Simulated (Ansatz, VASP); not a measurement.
## Two plane-wave programs on SiC

```
Si C
1.0
     0.00000    2.17400    2.17400
     2.17400    0.00000    2.17400
     2.17400    2.17400    0.00000
Si C
1 1
Direct
  0.00000 0.00000 0.00000
  0.75000 0.75000 0.75000
```

Alike in both runs: task single point; functional r2SCAN-based global hybrid; k mesh 6 × 6 × 6; occupations gaussian, width 0.05 eV; no spin polarisation.

```csv
,VASP,Ansatz
version,VASP 6.6.1,Ansatz 0.2.0
potentials or method,"VASP PAW PBE potentials, release 64 (Si, C), cutoff 580 eV","scalar-relativistic, plane waves, PAW"
valence electrons in the cell,8,8
```

|  | VASP | Ansatz | Ansatz less VASP |
| --- | --- | --- | --- |
| gap on the k mesh at the Fermi level (eV) | 2.61 | 2.58 | -0.027 |
| least direct gap on the mesh (eV) | 6.12 | 6.09 | -0.033 |
| pressure (GPa) | -1.1 | -0.6 | +0.50 |

VASP's potentials were made for PBE, not for r2SCAN-based global hybrid. Ansatz's warnings: stress exchange threshold loose, stress scf threshold loose.
